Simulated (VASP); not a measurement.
# LiH (I4/mmm) in VASP: further runs

Runs on LiH. Level: PBEsol. Tasks: single point.

All numbers are computed with VASP 6.6.1; they aren't measurements. Logs are shortened: lines on timing, memory, paths and dates and some standing lists are left out, and cuts for length are marked.

## (1) The cell of the first run

Symmetry: I4/mmm, No. 139, tetragonal system. Conventional cell: a = 2.814 Å, b = 2.814 Å, c = 4.060 Å, α = 90.00°, β = 90.00°, γ = 90.00°. Li (site symmetry 4/mmm) has 6 H at 1.99 to 2.03 Å within 2.6 Å. Within 2.6 Å of H (site symmetry 4/mmm) lie 6 Li at 1.99 to 2.03 Å.

## (2) Single point, PBEsol (strain along c alone, the other axes held: +2.0 %)

File INCAR:

```
PREC = Accurate
ENCUT = 520
EDIFF = 1E-6
ISMEAR = 0
SIGMA = 0.02
LREAL = False
LASPH = True
NELM = 100
ALGO = Normal
ISIF = 2
LWAVE = False
LCHARG = True
GGA = PS
LELF = True
LVHAR = True
NBANDS = 12
```

File KPOINTS:

```
Automatic mesh
0
Gamma
  8 8 6
```

File POSCAR:

```
LiH
1.0
    1.9899771082      1.9899771082      0.0000000000
   -1.9899771082      1.9899771082      0.0000000000
    0.0000000000      0.0000000000      4.0595533006
Li H
2 2
Direct
    0.0000000000      0.0000000000      0.0000000000
    0.5000000000      0.5000000000      0.5000000000
    0.5000000000      0.5000000000      0.0000000000
    0.0000000000      0.0000000000      0.5000000000
```

Potentials or basis: VASP PAW PBE potentials, release 64 (Li_sv, H).

The run is started by

```bash
cat potpaw_PBE.64/Li_sv/POTCAR potpaw_PBE.64/H/POTCAR > POTCAR
mpirun -np 1 vasp_std > vasp.out
```

OUTCAR:

```text
PREC = Accurate
   ENCUT = 520
   EDIFF = 1E-6
   ISMEAR = 0
   LREAL = False
   LASPH = True
   NELM = 100
   ISIF = 2
   GGA = PS

 ion  position               nearest neighbor table
   1  0.000  0.000  0.000-
   2  0.500  0.500  0.500-
   3  0.500  0.500  0.000-
   4  0.000  0.000  0.500-

  LATTYP: Found a simple tetragonal cell.
 ALAT       =     2.8142526152
 C/A-ratio  =     1.4424978336

  Lattice vectors:

 A1 = (   1.9899771082,   1.9899771082,   0.0000000000)
 A2 = (  -1.9899771082,   1.9899771082,   0.0000000000)
 A3 = (   0.0000000000,   0.0000000000,   4.0595533006)

Analysis of symmetry for initial positions (statically):
=====================================================================
 Subroutine PRICEL returns following result:

  LATTYP: Found a body centered tetragonal cell.
 ALAT       =     2.8142526152
 C/A-ratio  =     1.4424978336

  Lattice vectors:

 A1 = (   1.9899771082,   0.0000000000,  -2.0297766503)
 A2 = (  -1.9899771082,   0.0000000000,  -2.0297766503)
 A3 = (   0.0000000000,   1.9899771082,   2.0297766503)

   2 primitive cells build up your supercell.

 Routine SETGRP: Setting up the symmetry group for a
 simple tetragonal supercell.

 Subroutine GETGRP returns: Found 16 space group operations
 (whereof 16 operations were pure point group operations)
 out of a pool of 16 trial point group operations.

The static configuration has the point symmetry D_4h.

Analysis of symmetry for dynamics (positions and initial velocities):
=====================================================================
 Subroutine PRICEL returns following result:

  LATTYP: Found a body centered tetragonal cell.
 ALAT       =     2.8142526152
 C/A-ratio  =     1.4424978336

  Lattice vectors:

 A1 = (   1.9899771082,   0.0000000000,  -2.0297766503)
 A2 = (  -1.9899771082,   0.0000000000,  -2.0297766503)
 A3 = (   0.0000000000,   1.9899771082,   2.0297766503)

   2 primitive cells build up your supercell.

 Routine SETGRP: Setting up the symmetry group for a
 simple tetragonal supercell.

 Subroutine GETGRP returns: Found 16 space group operations
 (whereof 16 operations were pure point group operations)
 out of a pool of 16 trial point group operations.

The dynamic configuration has the point symmetry D_4h.

 Subroutine INISYM returns: Found 16 space group operations
 (whereof 16 operations are pure point group operations),
 and found     2 'primitive' translations

----------------------------------------------------------------------------------------

                                     Primitive cell

  volume of cell :      16.0759

  direct lattice vectors                    reciprocal lattice vectors
     1.989977108  0.000000000 -2.029776650     0.251259172  0.251259172 -0.246332521
    -1.989977108  0.000000000 -2.029776650    -0.251259172  0.251259172 -0.246332521
     0.000000000  1.989977108  2.029776650     0.000000000  0.502518343  0.000000000

  length of vectors
     2.842534457  2.842534457  2.842534457     0.432367961  0.432367961  0.502518343

  position of ions in fractional coordinates (direct lattice)
     0.000000000  0.000000000  0.000000000
     0.500000000  0.500000000  0.000000000

  ion indices of the primitive-cell ions
   primitive index   ion index
                 1           1
                 2           4

----------------------------------------------------------------------------------------

 KPOINTS: Automatic mesh

Automatic generation of k-mesh.
 Grid dimensions read from file:
 generate k-points for:    8    8    6

 Generating k-lattice:

  Cartesian coordinates                     Fractional coordinates (reciprocal lattice)
     0.031407396  0.031407396  0.000000000     0.125000000  0.000000000  0.000000000
    -0.031407396  0.031407396  0.000000000     0.000000000  0.125000000  0.000000000
     0.000000000  0.000000000  0.041055420     0.000000000  0.000000000  0.166666667

  Length of vectors
     0.044416766  0.044416766  0.041055420

  Shift w.r.t. Gamma in fractional coordinates (k-lattice)
     0.000000000  0.000000000  0.000000000

 Subroutine IBZKPT returns following result:
 ===========================================

 Found     60 irreducible k-points:

 Following reciprocal coordinates:
            Coordinates               Weight
  0.000000  0.000000  0.000000      1.000000
  0.125000  0.000000  0.000000      4.000000
  0.250000  0.000000  0.000000      4.000000
  0.375000  0.000000  0.000000      4.000000
  0.500000  0.000000  0.000000      2.000000
  0.125000  0.125000  0.000000      4.000000
[... 16 lines left out ...]
  0.375000  0.125000  0.166667     16.000000
  0.500000  0.125000  0.166667      8.000000
 [... further k-points ...]
   k-points           NKPTS =     60   k-points in BZ     NKDIM =     60   number of bands    NBANDS=     12
   number of dos      NEDOS =    301   number of ions     NIONS =      4
   total plane-waves  NPLWV =  17280
   dimension x,y,z NGX =    24 NGY =   24 NGZ =   30
   dimension x,y,z NGXF=    48 NGYF=   48 NGZF=   60
   ions per type =               2   2
   NGX,Y,Z   is equivalent  to a cutoff of  14.18, 14.18, 12.29 a.u.
   NGXF,Y,Z  is equivalent  to a cutoff of  28.35, 28.35, 24.57 a.u.
 SYSTEM =  unknown system
   PREC   = accura    normal or accurate (medium, high low for compatibility)
   ISTART =      0    job   : 0-new  1-cont  2-samecut
   ICHARG =      2    charge: 1-file 2-atom 10-const
   ISPIN  =      1    spin polarized calculation?
   LNONCOLLINEAR =      F non collinear calculations
   LSORBIT =      F    spin-orbit coupling
   LASPH  =      T    aspherical Exc in radial PAW
   ENCUT  =  520.0 eV  38.22 Ry    6.18 a.u.   5.23  5.23  7.55*2*pi/ulx,y,z
   NELM   =    100;   NELMIN=  2; NELMDL= -5     # of ELM steps
   EDIFF  = 0.1E-05   stopping-criterion for ELM
   LREAL  =      F    real-space projection
   EDIFFG = 0.1E-04   stopping-criterion for IOM
   NSW    =      0    number of steps for IOM
   IBRION =     -1    ionic relax: 0-MD 1-quasi-New 2-CG
   NFREE  =      0    steps in history (QN), initial steepest desc. (CG)
   ISIF   =      2    stress and relaxation
   ISYM   =      2    0-nonsym 1-usesym 2-fastsym
   POTIM  = 0.5000    time-step for ionic-motion
   TEBEG  =    0.0;   TEEND  =   0.0 temperature during run
   PSTRESS=    0.0 pullay stress
   NELECT =       8.0000    total number of electrons
   NUPDOWN=      -1.0000    fix difference up-down
   EMIN   =  10.00;   EMAX   =-10.00  energy-range for DOS
   EFERMI =   0.00;   METHOD = LEGACY
   ISMEAR =     0;   SIGMA  =   0.02  broadening in eV -4-tet -1-fermi 0-gaus
   EFERMI_NEDOS =   21; number of points for ismear=-14 and -15
   IALGO  =     38    algorithm
   IMIX   =      4    mixing-type and parameters
     AMIX     =   0.40;   BMIX     =  1.00
     AMIX_MAG =   1.60;   BMIX_MAG =  1.00
  volume/ion in A,a.u.               =       8.04        54.24
  Fermi-wavevector in a.u.,A,eV,Ry     =   1.029683  1.945818 14.425525  1.060246
  Thomas-Fermi vector in A             =   2.163742
   LORBIT       =      0    0 simple, 1 ext, 2 COOP (PROOUT), +10 PAW based schemes
   GGA     = PS    functional components
   LHFCALC =     F    Hartree Fock is set to
   AEXX    =    0.0000 exact exchange contribution
   IVDW    =     0    specifies the selected vdW correction
   LEPSILON=     F    determine dielectric tensor
   LRPA    =     F    only Hartree local field effects (RPA)
 non-spin polarized calculation
 Gauss-broadening in eV      SIGMA  =   0.02
  energy-cutoff  :      520.00
  volume of cell :       32.15
 maximum number of plane-waves:       892
 NGX is ok and might be reduce to    24
   NGX = 11   NGY = 11   NGZ = 15

 number of electron       8.0000007 magnetization

 Free energy of the ion-electron system (eV)
  ---------------------------------------------------
  ext. energy  EPLUGINS =         0.00000000
  ---------------------------------------------------
  free energy    TOTEN  =       -12.23728083 eV

  energy without entropy =      -12.23728083  energy(sigma->0) =      -12.23728083

 E-fermi :   0.4856     XC(G=0):  -8.6156

 val. band max:        0.2175123123   @ k =   0.5000   0.5000   0.0000
 cond. band min:       2.7350456481   @ k =   0.0000   0.0000   0.0000
 fundamental gap:      2.5175333358
 Fermi energy:         0.4856162738

 k-point     1 :       0.0000    0.0000    0.0000
  band No.  band energies     occupation
      1     -43.5360      2.00000
      2     -43.4732      2.00000
      3      -5.3835      2.00000
      4       0.0618      2.00000
      5       2.7350      0.00000
      6      11.0076      0.00000
      7      11.0076      0.00000
      8      14.0719      0.00000
      9      16.2781      0.00000
     10      17.4689      0.00000
     11      17.8579      0.00000
     12      17.8579      0.00000

 k-point     2 :       0.1250    0.0000    0.0000
  band No.  band energies     occupation
      1     -43.5309      2.00000
      2     -43.4728      2.00000
      3      -5.1967      2.00000
      4      -0.0198      2.00000
      5       3.0269      0.00000
      6       9.2520      0.00000
      7      11.2957      0.00000
      8      14.8602      0.00000
      9      16.0672      0.00000
     10      16.2527      0.00000
     11      17.4507      0.00000
     12      17.9096      0.00000

 k-point     3 :       0.2500    0.0000    0.0000
  band No.  band energies     occupation
      1     -43.5176      2.00000
      2     -43.4731      2.00000
      3      -4.6429      2.00000
      4      -0.4269      2.00000
      5       3.9014      0.00000
      6       7.6213      0.00000
      7      12.1561      0.00000
      8      12.3585      0.00000
      9      13.0114      0.00000
     10      16.3646      0.00000
     11      16.8341      0.00000
     12      18.5136      0.00000

 k-point     4 :       0.3750    0.0000    0.0000
  band No.  band energies     occupation
      1     -43.5010      2.00000
      2     -43.4768      2.00000
      3      -3.7490      2.00000
      4      -1.3596      2.00000
      5       5.3552      0.00000
      6       7.3552      0.00000
      7       9.9534      0.00000
      8      10.0609      0.00000
      9      13.5753      0.00000
     10      16.0512      0.00000
     11      16.2537      0.00000
     12      17.6674      0.00000

 k-point     5 :       0.5000    0.0000    0.0000
  band No.  band energies     occupation
      1     -43.4862      2.00000
      2     -43.4862      2.00000
      3      -2.5895      2.00000
      4      -2.5895      2.00000
      5       7.3796      0.00000
      6       7.3796      0.00000
      7       8.2997      0.00000
      8       8.2997      0.00000
      9      15.5037      0.00000
     10      15.5037      0.00000
     11      15.9654      0.00000
     12      15.9654      0.00000
[... 228 lines left out ...]
      1     -43.5225      2.00000
      2     -43.4759      2.00000
      3      -4.8480      2.00000
      4      -0.9895      2.00000
      5       4.6408      0.00000
      6       8.4105      0.00000
      7      11.7074      0.00000
      8      13.2779      0.00000
      9      14.0825      0.00000
     10      16.6266      0.00000
     11      17.6019      0.00000
     12      18.3286      0.00000

 k-point    22 :       0.2500    0.1250    0.1667
  band No.  band energies     occupation
      1     -43.5106      2.00000
      2     -43.4749      2.00000
      3      -4.2930      2.00000
      4      -0.9443      2.00000
      5       4.9430      0.00000
      6       7.2334      0.00000
      7      10.6688      0.00000
      8      12.2262      0.00000
      9      13.7915      0.00000
     10      14.7400      0.00000
     11      17.2105      0.00000
     12      18.0339      0.00000

 k-point    23 :       0.3750    0.1250    0.1667
  band No.  band energies     occupation
      1     -43.4960      2.00000
      2     -43.4766      2.00000
      3      -3.4147      2.00000
      4      -1.3639      2.00000
      5       5.1403      0.00000
      6       7.8427      0.00000
      7       8.1130      0.00000
      8      11.8944      0.00000
      9      12.9508      0.00000
     10      14.0252      0.00000
     11      16.8401      0.00000
     12      17.2288      0.00000

 k-point    24 :       0.5000    0.1250    0.1667
  band No.  band energies     occupation
      1     -43.4837      2.00000
      2     -43.4837      2.00000
      3      -2.3341      2.00000
      4      -2.3341      2.00000
      5       6.1779      0.00000
      6       6.1779      0.00000
      7       9.5814      0.00000
      8       9.5814      0.00000
      9      13.6292      0.00000
     10      13.6292      0.00000
     11      16.8343      0.00000
     12      16.8343      0.00000

 [... further k-points ...]
[... 5 lines left out ...]
  --------------------------------------------------------------------------------------
  -------------------------------------------------------------------------------------
  Total       -0.0729092     -0.0729092     -0.3654728      0.0000000      0.0000000      0.0000000
  in kB       -3.6331924     -3.6331924    -18.2121486      0.0000000      0.0000000      0.0000000
  external PRESSURE =      -8.4928445 kB  Pullay stress =       0.0000000 kB

 VOLUME and BASIS-vectors are now :
 -----------------------------------------------------------------------------
  energy-cutoff  :      520.00
  volume of cell :       32.15
      direct lattice vectors                 reciprocal lattice vectors
     1.989977108  1.989977108  0.000000000     0.251259172  0.251259172  0.000000000
    -1.989977108  1.989977108  0.000000000    -0.251259172  0.251259172  0.000000000
     0.000000000  0.000000000  4.059553301     0.000000000  0.000000000  0.246332521

 POSITION                                       TOTAL-FORCE (eV/Angst)
 -----------------------------------------------------------------------------------
      0.00000      0.00000      0.00000         0.000000     -0.000000      0.000000
      0.00000      1.98998      2.02978         0.000000     -0.000000     -0.000000
      0.00000      1.98998      0.00000        -0.000000      0.000000      0.000000
      0.00000      0.00000      2.02978        -0.000000      0.000000      0.000000
 -----------------------------------------------------------------------------------
    total drift:                               -0.000000      0.000000     -0.000000

  FREE ENERGIE OF THE ION-ELECTRON SYSTEM (eV)
  ---------------------------------------------------
  free  energy   TOTEN  =       -12.2372808299 eV

  energy  without entropy=      -12.2372808299  energy(sigma->0) =      -12.23728083
```

Wall time 11 s (1 thread of Intel Xeon Platinum 8259CL at 2.50GHz (Skylake/Cascade Lake), shared host); peak memory 0.15 GiB.

What came out:

```
Free energy            : -12.2373 eV
Band gap on the k mesh : 2.52 eV
```

Levels at points of the mesh, in eV from the valence-band top:
```
           k point  band 2  band 3  band 4  band 5  band 6  band 7
(0.00, 0.00, 0.00)  -43.69   -5.60   -0.16    2.52   10.79   10.79
(0.50, 0.00, 0.00)  -43.70   -2.81   -2.81    7.16    7.16    8.08
(0.50, 0.50, 0.00)  -43.69    0.00    0.00    2.78    2.78   10.39
(0.00, 0.00, 0.50)  -43.72   -4.09   -4.09   10.05   10.05   12.95
(0.50, 0.00, 0.50)  -43.70   -2.76   -2.76    4.65    4.65   13.50
(0.50, 0.50, 0.50)  -43.69   -0.22   -0.22    5.01    5.01    5.01
```

Caveat: the cell differs from its parent crystal (strain along c alone, the other axes held: +2.0 %); the cutoff is under 1.25 times the usual one of these potentials, so pressure, stress and relaxed cells hold a basis-set (Pulay) error; the PAW data sets were made with another functional, which shifts forces and pressure a little.

## (3) Single point, PBEsol (strain along c alone, the other axes held: +3.0 %)

File INCAR:

```
PREC     = Accurate       # precision mode
ENCUT    = 520            # plane-wave cutoff, eV
EDIFF    = 1E-6           # SCF threshold, eV
ISMEAR   = 0              # smearing method
SIGMA    = 0.02           # smearing width, eV
LREAL    = F              # projectors in reciprocal space
LASPH    = T              # aspherical terms in the spheres
NELM     = 60             # most SCF steps
ALGO     = Normal         # electronic algorithm
ISIF     = 2              # what is computed and relaxed
LWAVE    = F              # write WAVECAR
LCHARG   = F              # write CHGCAR
GGA      = PS             # functional
NBANDS   = 12             # bands
```

File KPOINTS:

```
regular mesh
0
Gamma
  8 8 6
```

POSCAR: that of step 2 with these lines changed.

```diff
@@ -4,3 +4,3 @@
    -1.9899771082      1.9899771082      0.0000000000
-    0.0000000000      0.0000000000      4.0595533006
+    0.0000000000      0.0000000000      4.0993528428
 Li H
```

Potentials or basis: VASP PAW PBE potentials, release 64 (Li_sv, H).

The run is started by

```bash
cat potpaw_PBE.64/Li_sv/POTCAR potpaw_PBE.64/H/POTCAR > POTCAR
mpirun -np 1 vasp_std > vasp.out
```

Wall time 11 s (1 thread of Intel Xeon Platinum 8259CL at 2.50GHz (Skylake/Cascade Lake), shared host); peak memory 0.15 GiB.

It converged, with:

```yaml
Free_energy: -12.2335 eV
Band_gap_on_the_k_mesh: 2.42 eV
```

Levels at points of the mesh, in eV from the valence-band top:
```
           k point  band 1  band 2  band 3  band 4  band 5  band 6  band 7  band 8
(0.00, 0.00, 0.00)  -43.79  -43.73   -5.59   -0.23    2.42   10.82   10.82   13.87
(0.50, 0.00, 0.00)  -43.74  -43.74   -2.80   -2.80    7.07    7.07    7.98    7.98
(0.50, 0.50, 0.00)  -43.72  -43.72    0.00    0.00    2.81    2.81   10.23   10.23
(0.00, 0.00, 0.50)  -43.76  -43.76   -4.09   -4.09    9.84    9.84   12.93   12.93
(0.50, 0.00, 0.50)  -43.74  -43.74   -2.76   -2.76    4.61    4.61   13.36   13.36
(0.50, 0.50, 0.50)  -43.72  -43.72   -0.21   -0.21    4.99    4.99    4.99    4.99
```

Caveat: the cell differs from its parent crystal (strain along c alone, the other axes held: +3.0 %); the cutoff is under 1.25 times the usual one of these potentials, so pressure, stress and relaxed cells hold a basis-set (Pulay) error; the PAW data sets were made with another functional, which shifts forces and pressure a little.

## (4) Single point, PBEsol

This run uses another cell than the first one, of 8.12 Å³/atom, 1.010 times its volume.

File INCAR:

```
SYSTEM = LiH
PREC     = Accurate       ! precision mode
ENCUT    = 520            ! plane-wave cutoff, eV
EDIFF    = 1E-7           ! SCF threshold, eV
ISMEAR   = 0              ! smearing method
SIGMA    = 0.02           ! smearing width, eV
LREAL    = .FALSE.        ! projectors in reciprocal space
LASPH    = .TRUE.         ! aspherical terms in the spheres
NELM     = 80             ! most SCF steps
ALGO     = Normal         ! electronic algorithm
ISIF     = 2              ! what is computed and relaxed
LWAVE    = .FALSE.        ! write WAVECAR
LCHARG   = .FALSE.        ! write CHGCAR
GGA      = PS             ! functional
NBANDS   = 12             ! bands
```

File KPOINTS:

```
regular mesh
0
G
  8 8 6
  0 0 0
```

POSCAR is that of step 3.

The run is started by

```bash
cat potpaw_PBE.64/Li_sv/POTCAR potpaw_PBE.64/H/POTCAR > POTCAR
mpirun -np 1 vasp_std > vasp.out
```

Run time: 13 s. Hardware: 1 thread of Intel Xeon Platinum 8259CL at 2.50GHz (Skylake/Cascade Lake), shared host; peak memory 0.15 GiB.

It converged, with:

| Quantity | Value |
| --- | --- |
| Free energy | -12.2335 eV |
| Band gap on the k mesh | 2.42 eV |

Levels at points of the mesh, in eV from the valence-band top:
| k point | band 2 | band 3 | band 4 | band 5 | band 6 | band 7 |
| --- | --- | --- | --- | --- | --- | --- |
| (0.00, 0.00, 0.00) | -43.73 | -5.59 | -0.23 | 2.42 | 10.82 | 10.82 |
| (0.50, 0.00, 0.00) | -43.74 | -2.80 | -2.80 | 7.07 | 7.07 | 7.98 |
| (0.50, 0.50, 0.00) | -43.72 | 0.00 | 0.00 | 2.81 | 2.81 | 10.23 |
| (0.00, 0.00, 0.50) | -43.76 | -4.09 | -4.09 | 9.84 | 9.84 | 12.93 |
| (0.50, 0.00, 0.50) | -43.74 | -2.76 | -2.76 | 4.61 | 4.61 | 13.36 |
| (0.50, 0.50, 0.50) | -43.72 | -0.21 | -0.21 | 4.99 | 4.99 | 4.99 |

Caveat: the cutoff is under 1.25 times the usual one of these potentials, so pressure, stress and relaxed cells hold a basis-set (Pulay) error; the PAW data sets were made with another functional, which shifts forces and pressure a little.
